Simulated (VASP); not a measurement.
Write the native input for VASP 6.6.1 that does the following.

| Quantity | Value |
| --- | --- |
| Task | relaxation of cell and atoms |
| Functional | PBE |
| Potentials or basis | VASP PAW PBE potentials, release 64 (Co) |
| Cutoff | 600 eV |
| k mesh | 12 × 12 × 7 |
| Occupations | gaussian, width 0.01 eV |
| Spin | collinear spin, ferromagnetic start |
| Starting moments | [2.0, 2.0] μB |
| Hubbard terms | Co d U = 7.0 eV |
| Dipole correction | no |
| Further INCAR settings | ALGO = Normal; EDIFF = 1e-07; IBRION = 2; EDIFFG = -0.02; NSW = 80; ISIF = 3 |

The structure of Co lies in POSCAR:

```
Co
1.0
    2.2948014300      0.0000000000      0.0000000000
   -1.1474007150      1.9873563350      0.0000000000
    0.0000000000      0.0000000000      3.7328994900
Co
2
Direct
    0.6666666667      0.3333333333      0.7500000000
    0.3333333333      0.6666666667      0.2500000000
```

This cell differs from its parent crystal: volume scaled by 0.8.

The input as run:

INCAR

```
PREC = Accurate
ENCUT = 600
EDIFF = 1E-7
ISMEAR = 0
SIGMA = 0.01
LREAL = False
LASPH = True
NELM = 150
ALGO = Normal
ISIF = 3
LWAVE = False
LCHARG = False
ISPIN = 2
MAGMOM = 2 2
LORBIT = 11
LMAXMIX = 4
LDAU = True
LDAUTYPE = 2
LDAUL = 2
LDAUU = 7
LDAUJ = 0
LDAUPRINT = 1
GGA = PE
IBRION = 2
NSW = 80
EDIFFG = -0.02
```

KPOINTS

```
Automatic mesh
0
Gamma
  12 12 7
```

Potentials or basis: VASP PAW PBE potentials, release 64 (Co).

Run with:

```bash
$ cat potpaw_PBE.64/Co/POTCAR > POTCAR
$ mpirun -np 1 vasp_std > vasp.out
```

Results of the run:

```yaml
Relaxed_volume: 13.70 Å³/atom
Relaxed_cell: a = 2.815 Å, b = 2.815 Å, c = 3.992 Å, α = 90.00°, β = 90.00°, γ = 120.00°
Space_group_after_relaxing_to_0.05_Å: P6_3/mmc (No. 194)
Energy_gained_by_relaxing: 1353.7 meV/atom
Ionic_steps: 6
Pressure_after_relaxing: 0.0 GPa
Net_moment: 4.58 μB per cell
Site_moments: Co +2.38 μB
Valence_electrons_inside_the_program's_atomic_spheres: Co 8.00
```

Caveat: the cell differs from its parent crystal (volume scaled by 0.8); the electronic state changed during the relaxation; the volume moved by over 15 % at a fixed basis, so the end points are rough; the U is typed as a test and isn't derived for this compound.

Wall time 11 min on 1 thread of Intel(R) Xeon(R) Platinum 8259CL CPU @ 2.50GHz (Skylake/Cascade Lake), with other jobs on the host, peak memory 0.18 GiB.
